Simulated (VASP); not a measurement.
Write the native input for VASP 6.6.1 that does the following.

| Property | Result |
| --- | --- |
| Task | single point |
| Functional | r2SCAN |
| Potentials or basis | VASP PAW PBE potentials, release 64 (Ti_sv, B) |
| Cutoff | 520 eV |
| k mesh | 16 × 16 × 10 |
| Occupations | gaussian, width 0.1 eV |
| Spin | no spin polarisation |
| Dipole correction | no |
| Further INCAR settings | ALGO = Normal; EDIFF = 1e-07; NBANDS = 23 |

TiB:

```xyz
4
Lattice="2.5758 2.5758 0.0000 -2.5758 2.5758 0.0000 0.0000 0.0000 5.1516" Properties=species:S:1:pos:R:3 pbc="T T T"
Ti    1.2879    1.2879    1.2879
Ti   -1.2879    1.2879    3.8637
B     0.0000    0.0000    0.0000
B     0.0000    2.5758    2.5758
```

This cell differs from its parent crystal: equal strain along all axes, cell held: +4.0 %.

One way to write it, as run:

POSCAR

```
TiB
1.0
    2.5757895571      2.5757895571      0.0000000000
   -2.5757895571      2.5757895571      0.0000000000
    0.0000000000      0.0000000000      5.1515791141
Ti B
2 2
Direct
    0.5000000000      0.0000000000      0.2500000000
    0.0000000000      0.5000000000      0.7500000000
    0.0000000000      0.0000000000      0.0000000000
    0.5000000000      0.5000000000      0.5000000000
```

INCAR.step1

```
SYSTEM = TiB
PREC = Accurate
ENCUT = 520
ISMEAR = 0
SIGMA = 0.1
LREAL = .FALSE.
LASPH = .TRUE.
NELM = 80
NBANDS = 23
GGA = PE
ALGO = Normal
EDIFF = 1E-4
LWAVE = .TRUE.
LCHARG = .FALSE.
```

INCAR.step2

```
SYSTEM = TiB
PREC = Accurate
ENCUT = 520
EDIFF = 1E-7
ISMEAR = 0
SIGMA = 0.1
LREAL = .FALSE.
LASPH = .TRUE.
NELM = 80
ALGO = Normal
ISIF = 2
LWAVE = .FALSE.
LCHARG = .FALSE.
METAGGA = R2SCAN
LMIXTAU = .TRUE.
NBANDS = 23
ISTART = 1
```

KPOINTS

```
Automatic mesh
0
G
  16 16 10
  0 0 0
```

Potentials or basis: VASP PAW PBE potentials, release 64 (Ti_sv, B).

Command:

```sh
$ cat potpaw_PBE.64/Ti_sv/POTCAR potpaw_PBE.64/B/POTCAR > POTCAR
$ cp INCAR.step1 INCAR
$ mpirun -np 1 vasp_std > vasp.out
$ cp INCAR.step2 INCAR
$ mpirun -np 1 vasp_std > vasp.out
```

Results of the run:

- Pressure: -9.8 GPa
- Band gap on the k mesh: zero (bands 15 and 16 overlap by 1.19 eV)

Caveat: the cell differs from its parent crystal (equal strain along all axes, cell held: +4.0 %); the cell stands under tension; the PAW data sets were made with another functional, which shifts forces and pressure a little.

Wall time 17 min on 1 thread of AMD EPYC 9R14 (Zen 4), with other jobs on the host, peak memory 0.43 GiB.
